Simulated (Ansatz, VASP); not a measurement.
## Ir: VASP beside Ansatz

```xyz
1
Lattice="0.0000 1.9064 1.9064 1.9064 0.0000 1.9064 1.9064 1.9064 0.0000" Properties=species:S:1:pos:R:3 pbc="T T T"
Ir    0.0000    0.0000    0.0000
```

Alike in both runs: functional LDA; k mesh 20 × 20 × 20; occupations fermi-dirac, width 0.15 eV; no spin polarisation.

Ansatz relaxed the structure, and its values are those at the end. VASP's run is a single point on that final structure, the one shown.

|  | VASP | Ansatz |
| --- | --- | --- |
| version | VASP 6.6.1 | Ansatz 0.2.0 |
| potentials or method | VASP PAW LDA potentials, release 64 (Ir), cutoff 520 eV | scalar-relativistic, plane waves, PAW |
| valence electrons in the cell | 9 | 17 |

|  | VASP | Ansatz | Ansatz less VASP |
| --- | --- | --- | --- |
| gap on the k mesh at the Fermi level (eV) | none | none | - |
| pressure (GPa) | 2.6 | 0.0 | -2.62 |

LDA's correlation is that of Perdew and Zunger in VASP and of Perdew and Wang (1992) in Ansatz. A gap of «none» marks a metal or a gap that the smearing closes. VASP's potentials hold 9 valence electrons a cell and Ansatz's 17, so a difference there can come from the potentials and not from the codes.

Neither program's run includes spin-orbit coupling.
